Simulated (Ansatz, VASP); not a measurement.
# Two plane-wave programs on Tl

The input INCAR:

```
ALGO = Normal
EDIFF = 1E-6
ENCUT = 520
GGA = PS
ISIF = 2
ISMEAR = 0
LASPH = T
LCHARG = F
LREAL = F
LWAVE = F
NBANDS = 12
NELM = 100
PREC = Accurate
SIGMA = 0.15
```

KPOINTS

```
k-points
0
Gamma
  16 16 16
```

The input POSCAR:

```
Tl
1.0
    0.0000000000      2.4209731547      2.6872802017
    2.4209731547      0.0000000000      2.6872802017
    2.4209731547      2.4209731547      0.0000000000
Tl
1
Direct
    0.0000000000      0.0000000000      0.0000000000
```

Input for Ansatz:

```yaml
crystal:
  lattice:
    - [0.0, 2.4209731547, 2.6872802017]
    - [2.4209731547, 0.0, 2.6872802017]
    - [2.4209731547, 2.4209731547, 0.0]
  atoms:
    - { symbol: Tl, position: [0.0, 0.0, 0.0] }
basis:
  ecutwfc: 420
kpoints:
  mp_grid: { grid: [16, 16, 16] }
hamiltonian:
  xc: pbesol
scf:
  occupations: { method: gaussian, width: 0.15 }
output:
  forces: true
  stress: true
  eigenvalues: true
```

Change from the starting cell: engineering shear strain xz +0.0000, normal strain along z +0.1100.

Alike in both runs: task single point; functional PBEsol; k mesh 16 × 16 × 16; occupations gaussian, width 0.15 eV; no spin polarisation.

|  | VASP | Ansatz |
| --- | --- | --- |
| version | VASP 6.6.1 | Ansatz 0.2.0 |
| potentials or method | VASP PAW PBE potentials, release 64 (Tl_d), cutoff 520 eV | scalar-relativistic, plane waves, PAW |
| valence electrons in the cell | 13 | 13 |

Ansatz gave:

| Quantity | Value |
| --- | --- |
| gap on the k mesh at the Fermi level (eV) | none |
| pressure (GPa) | -2.9 |
| traceless stress, the component that is largest in VASP (GPa) | -0.26 |

Task: Which values does VASP return?

Result: gap on the k mesh at the Fermi level (eV): none; pressure (GPa): -3.0; traceless stress, the component that is largest in VASP (GPa): -0.26.

VASP's potentials were made for PBE, not for PBEsol. A gap of «none» marks a metal or a gap that the smearing closes. The functional is the same, so the differences come from potentials, cutoffs and numerics.

Neither program's run includes spin-orbit coupling.
